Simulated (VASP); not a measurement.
# TiTc (Pm-3m) in VASP: notebook

The runs below take TiTc through single point, with LDA.

Everything below comes from runs of VASP 6.6.1. Logs are shortened: lines on timing, memory, paths and dates and some standing lists are left out, and cuts for length are marked.

### 1 The cell of the first run

Symmetry: Pm-3m, No. 221, cubic system. Conventional cell: a = 3.057 Å, b = 3.057 Å, c = 3.057 Å, α = 90.00°, β = 90.00°, γ = 90.00°. Within 3.5 Å of Ti (site symmetry m-3m) lie 8 Tc at 2.65 Å and 6 Ti at 3.06 Å. Within 3.5 Å of Tc (site symmetry m-3m) lie 8 Ti at 2.65 Å and 6 Tc at 3.06 Å.

### 2 Single point, LDA

Input file INCAR:

```
SYSTEM = TiTc
PREC = Accurate ; ENCUT = 500
EDIFF = 1E-6 ; ISMEAR = 0
SIGMA = 0.1 ; LREAL = .FALSE.
LASPH = .TRUE. ; NELM = 120
ALGO = Normal ; ISIF = 2
LWAVE = .FALSE. ; LCHARG = .FALSE.
GGA = CA ; NBANDS = 20
GGA_COMPAT = .FALSE.
```

Input file KPOINTS:

```
regular mesh
0
G
  7 7 7
  0 0 0
```

Input file POSCAR:

```
TiTc
1.0
    3.0572779504      0.0000000000      0.0000000000
    0.0000000000      3.0572779504      0.0000000000
    0.0000000000      0.0000000000      3.0572779504
Ti Tc
1 1
Direct
    0.5000000000      0.5000000000      0.5000000000
    0.0000000000      0.0000000000      0.0000000000
```

Potentials or basis: VASP PAW LDA potentials, release 64 (Ti_sv, Tc_pv).

Run with:

```sh
$ cat potpaw_LDA.64/Ti_sv/POTCAR potpaw_LDA.64/Tc_pv/POTCAR > POTCAR
$ mpirun -np 1 vasp_std > vasp.out
```

OUTCAR:

```text
SYSTEM = TiTc
   PREC = Accurate
   ENCUT = 500
   EDIFF = 1E-6
   ISMEAR = 0
   LREAL = .FALSE.
   LASPH = .TRUE.
   NELM = 120
   ISIF = 2
   GGA = CA

 ion  position               nearest neighbor table
   1  0.500  0.500  0.500-   2 2.65   2 2.65   2 2.65   2 2.65   2 2.65   2 2.65   2 2.65   2 2.65

   2  0.000  0.000  0.000-   1 2.65   1 2.65   1 2.65   1 2.65   1 2.65   1 2.65   1 2.65   1 2.65

  LATTYP: Found a simple cubic cell.
 ALAT       =     3.0572779504

  Lattice vectors:

 A1 = (   3.0572779504,   0.0000000000,   0.0000000000)
 A2 = (   0.0000000000,   3.0572779504,   0.0000000000)
 A3 = (   0.0000000000,   0.0000000000,   3.0572779504)

Analysis of symmetry for initial positions (statically):
=====================================================================
 Subroutine PRICEL returns:
 Original cell was already a primitive cell.

 Routine SETGRP: Setting up the symmetry group for a
 simple cubic supercell.

 Subroutine GETGRP returns: Found 48 space group operations
 (whereof 48 operations were pure point group operations)
 out of a pool of 48 trial point group operations.

The static configuration has the point symmetry O_h .

Analysis of symmetry for dynamics (positions and initial velocities):
=====================================================================
 Subroutine PRICEL returns:
 Original cell was already a primitive cell.

 Routine SETGRP: Setting up the symmetry group for a
 simple cubic supercell.

 Subroutine GETGRP returns: Found 48 space group operations
 (whereof 48 operations were pure point group operations)
 out of a pool of 48 trial point group operations.

The dynamic configuration has the point symmetry O_h .

 Subroutine INISYM returns: Found 48 space group operations
 (whereof 48 operations are pure point group operations),
 and found     1 'primitive' translations

----------------------------------------------------------------------------------------

                                     Primitive cell

  volume of cell :      28.5762

  direct lattice vectors                    reciprocal lattice vectors
     3.057277950  0.000000000  0.000000000     0.327088350  0.000000000  0.000000000
     0.000000000  3.057277950  0.000000000     0.000000000  0.327088350  0.000000000
     0.000000000  0.000000000  3.057277950     0.000000000  0.000000000  0.327088350

  length of vectors
     3.057277950  3.057277950  3.057277950     0.327088350  0.327088350  0.327088350

[... 73 lines left out ...]
   ENCUT  =  500.0 eV  36.75 Ry    6.06 a.u.   5.57  5.57  5.57*2*pi/ulx,y,z
   NELM   =    120;   NELMIN=  2; NELMDL= -5     # of ELM steps
   EDIFF  = 0.1E-05   stopping-criterion for ELM
   LREAL  =      F    real-space projection
   EDIFFG = 0.1E-04   stopping-criterion for IOM
   NSW    =      0    number of steps for IOM
   IBRION =     -1    ionic relax: 0-MD 1-quasi-New 2-CG
   NFREE  =      0    steps in history (QN), initial steepest desc. (CG)
   ISIF   =      2    stress and relaxation
   ISYM   =      2    0-nonsym 1-usesym 2-fastsym
   POTIM  = 0.5000    time-step for ionic-motion
   TEBEG  =    0.0;   TEEND  =   0.0 temperature during run
   PSTRESS=    0.0 pullay stress
   NELECT =      25.0000    total number of electrons
   NUPDOWN=      -1.0000    fix difference up-down
   EMIN   =  10.00;   EMAX   =-10.00  energy-range for DOS
   EFERMI =   0.00;   METHOD = LEGACY
   ISMEAR =     0;   SIGMA  =   0.10  broadening in eV -4-tet -1-fermi 0-gaus
   EFERMI_NEDOS =   21; number of points for ismear=-14 and -15
   IALGO  =     38    algorithm
   IMIX   =      4    mixing-type and parameters
     AMIX     =   0.40;   BMIX     =  1.00
     AMIX_MAG =   1.60;   BMIX_MAG =  1.00
  volume/ion in A,a.u.               =      14.29        96.42
  Fermi-wavevector in a.u.,A,eV,Ry     =   1.565741  2.958821 33.355291  2.451545
  Thomas-Fermi vector in A             =   2.668172
   LORBIT       =      0    0 simple, 1 ext, 2 COOP (PROOUT), +10 PAW based schemes
   GGA     = CA    functional components
   LHFCALC =     F    Hartree Fock is set to
   AEXX    =    0.0000 exact exchange contribution
   IVDW    =     0    specifies the selected vdW correction
   LEPSILON=     F    determine dielectric tensor
   LRPA    =     F    only Hartree local field effects (RPA)
 non-spin polarized calculation
 Gauss-broadening in eV      SIGMA  =   0.10
  energy-cutoff  :      500.00
  volume of cell :       28.58
 maximum number of plane-waves:       739
 NGX is ok and might be reduce to    24
   NGX = 11   NGY = 11   NGZ = 11

 number of electron      25.0000012 magnetization

 Free energy of the ion-electron system (eV)
  ---------------------------------------------------
  ext. energy  EPLUGINS =         0.00000000
  ---------------------------------------------------
  free energy    TOTEN  =       -21.29535522 eV

  energy without entropy =      -21.28246549  energy(sigma->0) =      -21.28891035

 E-fermi :  10.9713     XC(G=0): -13.4001

 val. band max:       10.9622383668   @ k =   0.4286   0.0000   0.0000
 cond. band min:      11.1763248707   @ k =   0.4286   0.2857   0.0000
 fundamental gap:      0.2140865039
 Fermi energy:        10.9712788699

 k-point     1 :       0.0000    0.0000    0.0000
  band No.  band energies     occupation
      1     -44.4428      2.00000
      2     -26.8825      2.00000
      3     -26.8825      2.00000
      4     -26.8825      2.00000
      5     -20.9501      2.00000
      6     -20.9501      2.00000
[... 449 lines left out ...]
     19      21.7418      0.00000
     20      21.7418      0.00000

------------------------ aborting loop because EDIFF is reached ----------------------------------------

  FORCE on cell =-STRESS in cart. coord.  units (eV):
  Direction    XX          YY          ZZ          XY          YZ          ZX
  --------------------------------------------------------------------------------------
  -------------------------------------------------------------------------------------
  Total       -0.6333678     -0.6333678     -0.6333678      0.0000000      0.0000000      0.0000000
  in kB      -35.5109106    -35.5109106    -35.5109106      0.0000000      0.0000000      0.0000000
  external PRESSURE =     -35.5109106 kB  Pullay stress =       0.0000000 kB

 VOLUME and BASIS-vectors are now :
 -----------------------------------------------------------------------------
  energy-cutoff  :      500.00
  volume of cell :       28.58
      direct lattice vectors                 reciprocal lattice vectors
     3.057277950  0.000000000  0.000000000     0.327088350  0.000000000  0.000000000
     0.000000000  3.057277950  0.000000000     0.000000000  0.327088350  0.000000000
     0.000000000  0.000000000  3.057277950     0.000000000  0.000000000  0.327088350

 POSITION                                       TOTAL-FORCE (eV/Angst)
 -----------------------------------------------------------------------------------
      1.52864      1.52864      1.52864         0.000000      0.000000      0.000000
      0.00000      0.00000      0.00000         0.000000      0.000000      0.000000
 -----------------------------------------------------------------------------------
    total drift:                                0.000000      0.000000     -0.000000

  FREE ENERGIE OF THE ION-ELECTRON SYSTEM (eV)
  ---------------------------------------------------
  free  energy   TOTEN  =       -21.2953552183 eV

  energy  without entropy=      -21.2824654894  energy(sigma->0) =      -21.28891035
```

OSZICAR:

```text
N       E                     dE             d eps       ncg     rms          rms(c)
DAV:   1     0.292095051590E+03    0.29210E+03   -0.13073E+04   816   0.140E+03
DAV:   2    -0.438455922667E+01   -0.29648E+03   -0.28872E+03   832   0.426E+02
DAV:   3    -0.226136547912E+02   -0.18229E+02   -0.17917E+02  1380   0.102E+02
DAV:   4    -0.231373264750E+02   -0.52367E+00   -0.52058E+00   936   0.138E+01
DAV:   5    -0.231505039876E+02   -0.13178E-01   -0.13175E-01  1024   0.188E+00    0.172E+01
DAV:   6    -0.218833891779E+02    0.12671E+01   -0.81416E+00   864   0.268E+01    0.967E+00
DAV:   7    -0.215374240830E+02    0.34597E+00   -0.69615E+00   908   0.178E+01    0.462E+00
DAV:   8    -0.212912325932E+02    0.24619E+00   -0.10924E+00   928   0.800E+00    0.148E+00
DAV:   9    -0.212950342448E+02   -0.38017E-02   -0.57183E-02   920   0.202E+00    0.285E-01
DAV:  10    -0.212953222509E+02   -0.28801E-03   -0.35057E-03   988   0.519E-01    0.103E-01
DAV:  11    -0.212954270055E+02   -0.10475E-03   -0.32163E-04   956   0.172E-01    0.698E-02
DAV:  12    -0.212953544665E+02    0.72539E-04   -0.24114E-04   908   0.915E-02    0.143E-02
DAV:  13    -0.212953551596E+02   -0.69312E-06   -0.10544E-05   900   0.284E-02    0.460E-03
DAV:  14    -0.212953552183E+02   -0.58647E-07   -0.37116E-07   584   0.602E-03
   1 F= -.21295355E+02 E0= -.21288910E+02  d E =-.128897E-01
```

Wall time 15 s (1 thread of Intel Xeon 8259CL, shared host); peak memory 0.13 GiB.

What came out:

```
Free energy : -21.2954 eV
Pressure    : -3.6 GPa
```

### 3 Single point, LDA

This run uses another cell than the first one, of 14.74 Å³/atom, 1.032 times its volume.

Input file INCAR:

```
SYSTEM = TiTc
PREC = Accurate
ENCUT = 500
EDIFF = 1E-6
ISMEAR = 0
SIGMA = 0.1
LREAL = .FALSE.
LASPH = .TRUE.
NELM = 120
ALGO = Normal
ISIF = 2
LWAVE = .FALSE.
LCHARG = .FALSE.
GGA = CA
NBANDS = 20
GGA_COMPAT = .FALSE.
```

KPOINTS is that of step 2.

Input file POSCAR:

```
TiTc
1.0
    3.0891268879      0.0000000000      0.0000000000
    0.0000000000      3.0891268879      0.0000000000
    0.0000000000      0.0000000000      3.0891268879
Ti Tc
1 1
Direct
    0.5000000000      0.5000000000      0.5000000000
    0.0000000000      0.0000000000      0.0000000000
```

Potentials or basis: VASP PAW LDA potentials, release 64 (Ti_sv, Tc_pv).

Run with:

```sh
$ cat potpaw_LDA.64/Ti_sv/POTCAR potpaw_LDA.64/Tc_pv/POTCAR > POTCAR
$ mpirun -np 1 vasp_std > vasp.out
```

OUTCAR:

```text
SYSTEM = TiTc
   PREC = Accurate
   ENCUT = 500
   EDIFF = 1E-6
   ISMEAR = 0
   LREAL = .FALSE.
   LASPH = .TRUE.
   NELM = 120
   ISIF = 2
   GGA = CA

 ion  position               nearest neighbor table
   1  0.500  0.500  0.500-   2 2.68   2 2.68   2 2.68   2 2.68   2 2.68   2 2.68   2 2.68   2 2.68

   2  0.000  0.000  0.000-   1 2.68   1 2.68   1 2.68   1 2.68   1 2.68   1 2.68   1 2.68   1 2.68

  LATTYP: Found a simple cubic cell.
 ALAT       =     3.0891268879

  Lattice vectors:

 A1 = (   3.0891268879,   0.0000000000,   0.0000000000)
 A2 = (   0.0000000000,   3.0891268879,   0.0000000000)
 A3 = (   0.0000000000,   0.0000000000,   3.0891268879)

Analysis of symmetry for initial positions (statically):
=====================================================================
 Subroutine PRICEL returns:
 Original cell was already a primitive cell.

 Routine SETGRP: Setting up the symmetry group for a
 simple cubic supercell.

 Subroutine GETGRP returns: Found 48 space group operations
 (whereof 48 operations were pure point group operations)
 out of a pool of 48 trial point group operations.

The static configuration has the point symmetry O_h .

Analysis of symmetry for dynamics (positions and initial velocities):
[... 152 lines left out ...]

  energy without entropy =      -21.24608265  energy(sigma->0) =      -21.25244638

 E-fermi :  10.5195     XC(G=0): -13.2296

 val. band max:       10.4860624805   @ k =   0.1429   0.0000   0.0000
 cond. band min:      10.5729262719   @ k =   0.4286   0.0000   0.0000
 fundamental gap:      0.0868637914
 Fermi energy:        10.5195291497

 k-point     1 :       0.0000    0.0000    0.0000
  band No.  band energies     occupation
      1     -44.9636      2.00000
      2     -27.3314      2.00000
      3     -27.3314      2.00000
      4     -27.3314      2.00000
      5     -21.4786      2.00000
      6     -21.4786      2.00000
[... 449 lines left out ...]
     19      20.9711      0.00000
     20      20.9711      0.00000

------------------------ aborting loop because EDIFF is reached ----------------------------------------

  FORCE on cell =-STRESS in cart. coord.  units (eV):
  Direction    XX          YY          ZZ          XY          YZ          ZX
  --------------------------------------------------------------------------------------
  -------------------------------------------------------------------------------------
  Total       -1.7963178     -1.7963178     -1.7963178      0.0000000     -0.0000000      0.0000000
  in kB      -97.6307241    -97.6307241    -97.6307241      0.0000000     -0.0000000      0.0000000
  external PRESSURE =     -97.6307241 kB  Pullay stress =       0.0000000 kB

 VOLUME and BASIS-vectors are now :
 -----------------------------------------------------------------------------
  energy-cutoff  :      500.00
  volume of cell :       29.48
      direct lattice vectors                 reciprocal lattice vectors
     3.089126888  0.000000000  0.000000000     0.323716065  0.000000000  0.000000000
     0.000000000  3.089126888  0.000000000     0.000000000  0.323716065  0.000000000
     0.000000000  0.000000000  3.089126888     0.000000000  0.000000000  0.323716065

 POSITION                                       TOTAL-FORCE (eV/Angst)
 -----------------------------------------------------------------------------------
      1.54456      1.54456      1.54456         0.000000      0.000000      0.000000
      0.00000      0.00000      0.00000         0.000000      0.000000      0.000000
 -----------------------------------------------------------------------------------
    total drift:                                0.000000      0.000000     -0.000000

  FREE ENERGIE OF THE ION-ELECTRON SYSTEM (eV)
  ---------------------------------------------------
  free  energy   TOTEN  =       -21.2588101199 eV

  energy  without entropy=      -21.2460826473  energy(sigma->0) =      -21.25244638
```

OSZICAR:

```text
N       E                     dE             d eps       ncg     rms          rms(c)
DAV:   1     0.287501950851E+03    0.28750E+03   -0.13178E+04   816   0.139E+03
DAV:   2    -0.509868907040E+01   -0.29260E+03   -0.28559E+03   844   0.422E+02
DAV:   3    -0.226414303144E+02   -0.17543E+02   -0.17269E+02  1312   0.100E+02
DAV:   4    -0.231927829574E+02   -0.55135E+00   -0.54877E+00   948   0.142E+01
DAV:   5    -0.232086361116E+02   -0.15853E-01   -0.15851E-01  1012   0.199E+00    0.165E+01
DAV:   6    -0.219019618202E+02    0.13067E+01   -0.87217E+00   840   0.272E+01    0.959E+00
DAV:   7    -0.215218196105E+02    0.38014E+00   -0.77327E+00   876   0.183E+01    0.454E+00
DAV:   8    -0.212557965240E+02    0.26602E+00   -0.11371E+00   948   0.793E+00    0.144E+00
DAV:   9    -0.212592106733E+02   -0.34141E-02   -0.56193E-02   912   0.189E+00    0.376E-01
DAV:  10    -0.212587516024E+02    0.45907E-03   -0.57889E-03   948   0.708E-01    0.106E-01
DAV:  11    -0.212589323203E+02   -0.18072E-03   -0.51299E-04   972   0.218E-01    0.903E-02
DAV:  12    -0.212588088720E+02    0.12345E-03   -0.46221E-04   900   0.125E-01    0.164E-02
DAV:  13    -0.212588101988E+02   -0.13267E-05   -0.15941E-05   888   0.358E-02    0.513E-03
DAV:  14    -0.212588101199E+02    0.78820E-07   -0.52340E-07   576   0.662E-03
   1 F= -.21258810E+02 E0= -.21252446E+02  d E =-.127275E-01
```

Wall time 14 s (1 thread of Intel Xeon 8259CL, shared host); peak memory 0.13 GiB.

Results:

| Property | Result |
| --- | --- |
| Free energy | -21.2588 eV |
| Pressure | -9.8 GPa |

### 4 Single point, LDA

This run uses another cell than the first one, of 15.19 Å³/atom, 1.063 times its volume.

Input file INCAR:

```
SYSTEM = TiTc
PREC     = Accurate       ! precision mode
ENCUT    = 500            ! plane-wave cutoff, eV
EDIFF    = 1E-6           ! SCF threshold, eV
ISMEAR   = 0              ! smearing method
SIGMA    = 0.1            ! smearing width, eV
LREAL    = .FALSE.        ! projectors in reciprocal space
LASPH    = .TRUE.         ! aspherical terms in the spheres
NELM     = 120            ! most SCF steps
ALGO     = Normal         ! electronic algorithm
ISIF     = 2              ! what is computed and relaxed
LWAVE    = .FALSE.        ! write WAVECAR
LCHARG   = .FALSE.        ! write CHGCAR
GGA      = CA             ! functional
NBANDS   = 20             ! bands
GGA_COMPAT= .FALSE.
```

KPOINTS is that of step 3.

Input file POSCAR:

```
TiTc
1.0
    3.1203323018      0.0000000000      0.0000000000
    0.0000000000      3.1203323018      0.0000000000
    0.0000000000      0.0000000000      3.1203323018
Ti Tc
1 1
Direct
    0.5000000000      0.5000000000      0.5000000000
    0.0000000000      0.0000000000      0.0000000000
```

Run with:

```sh
$ cat potpaw_LDA.64/Ti_sv/POTCAR potpaw_LDA.64/Tc_pv/POTCAR > POTCAR
$ mpirun -np 1 vasp_std > vasp.out
```

Run time: 15 s. Hardware: 1 thread of Intel Xeon 8259CL, shared host; peak memory 0.13 GiB.

Results (log left out):

| Property | Result |
| --- | --- |
| Free energy | -21.1895 eV |
| Pressure | -15.1 GPa |

Levels at points of the mesh, in eV from the Fermi level:
| k point | band 10 | band 11 | band 12 | band 13 | band 14 | band 15 | band 16 | band 17 |
| --- | --- | --- | --- | --- | --- | --- | --- | --- |
| (0.00, 0.00, 0.00) | -3.82 | -0.17 | -0.17 | -0.17 | 2.55 | 2.55 | 4.24 | 4.24 |

### 5 Summary

```csv
cell,gap on the mesh (eV),pressure (GPa)
"a = 3.057 Å, 2 atoms",none,-3.6
"a = 3.089 Å, 2 atoms",none,-9.8
"a = 3.120 Å, 2 atoms",none,-15.1
```

Alike in all rows: task single point; level LDA; potentials or basis VASP PAW LDA potentials, release 64 (Ti_sv, Tc_pv); no spin polarisation; k mesh 7 × 7 × 7; cutoff (eV) 500; smearing gaussian 0.1 eV.

Total energies depend on the potentials used, so only differences within one code and one set of settings carry meaning.
